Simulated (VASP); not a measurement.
Runs of VASP 6.6.1 on Au. The structure is that of space group Fm-3m (No. 225), or close to it. The cells are those of the table. 

| cell | gap on the mesh (eV) | pressure (GPa) |
| --- | --- | --- |
| a = 2.894, b = 2.894, c = 2.820 Å, angles 60.8, 60.8, 58.3°, 1 atom | none | 9.6 |
| a = 2.820 Å, angles 60.0°, 1 atom | none | 21.4 |
| a = 2.929, b = 2.929, c = 2.893 Å, angles 60.4, 60.4, 59.2°, 1 atom | none | 0.3 |
| a = 3.037 Å, angles 60.0°, 1 atom | none | -12.9 |
| a = 2.931, b = 2.931, c = 2.820 Å, angles 61.2, 61.2, 57.5°, 1 atom | none | 5.0 |
| a = 2.857, b = 2.857, c = 2.893 Å, angles 59.6, 59.6, 60.8°, 1 atom | none | (a) |
| a = 2.965 Å, angles 60.0°, 1 atom | none | (b) |
| a = 2.748 Å, angles 60.0°, 1 atom | none | 47.1 |

Alike in all rows: task single point; level r2SCAN; potentials or basis VASP PAW PBE potentials, release 64 (Au); no spin polarisation; k mesh 20 × 20 × 20; cutoff (eV) 520; smearing gaussian 0.15 eV.

Problem. Fill in the values left out.

Solution. (a) 9.4; (b) -6.4.

Caveats: the PAW data sets were made with another functional, which shifts forces and pressure a little; spin-orbit coupling is left out, which moves the levels of the heavy elements.

A k mesh can miss the band edges, and the runs leave out spin-orbit coupling on Au.

A gap of «none» marks levels without a gap at the run's occupations.
